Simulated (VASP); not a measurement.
Runs of VASP 6.6.1 on Ir. The structure is orthorhombic, space group Pmma (No. 51). Conventional cell: a = 12.238 Å, b = 2.233 Å, c = 7.193 Å, α = 90.00°, β = 90.00°, γ = 90.00°. Ir (site symmetry mm2) has 2 Ir at 2.23 Å within 3.0 Å. 

| potentials or basis | k mesh | cutoff (eV) | second run | gap on the mesh (eV) | pressure (GPa) |
| --- | --- | --- | --- | --- | --- |
| VASP PAW LDA potentials, release 64 (Ir) | 2 × 9 × 3 | 520 | - | none | -0.1 |
| VASP PAW LDA potentials, release 64 (Ir) | 1 × 4 × 2 | 520 | - | none | 0.2 |
| VASP PAW LDA potentials, release 64 (Ir_sv_GW) | 1 × 4 × 2 | 500 | valence_matched | none | 0.0 |
| VASP PAW LDA potentials, release 64 (Ir) | 1 × 5 × 2 | 520 | - | none | -0.5 |
| VASP PAW LDA potentials, release 64 (Ir) | 2 × 6 × 2 | 520 | - | none | -0.5 |
| VASP PAW LDA potentials, release 64 (Ir) | 2 × 8 × 3 | 520 | - | none | (a) |

Alike in all rows: task single point; level LDA; no spin polarisation; cell as given; smearing methfessel-paxton 0.15 eV.

**Question.** Fill in the values left out.

**Answer.** (a) 0.5.

Caveats: some runs use coarse meshes; spin-orbit coupling is left out, which moves the levels of the heavy elements.

A k mesh can miss the band edges, and the runs leave out spin-orbit coupling on Ir.

A gap of «none» marks levels without a gap at the run's occupations.

The runs don't all hold the same shells in valence.
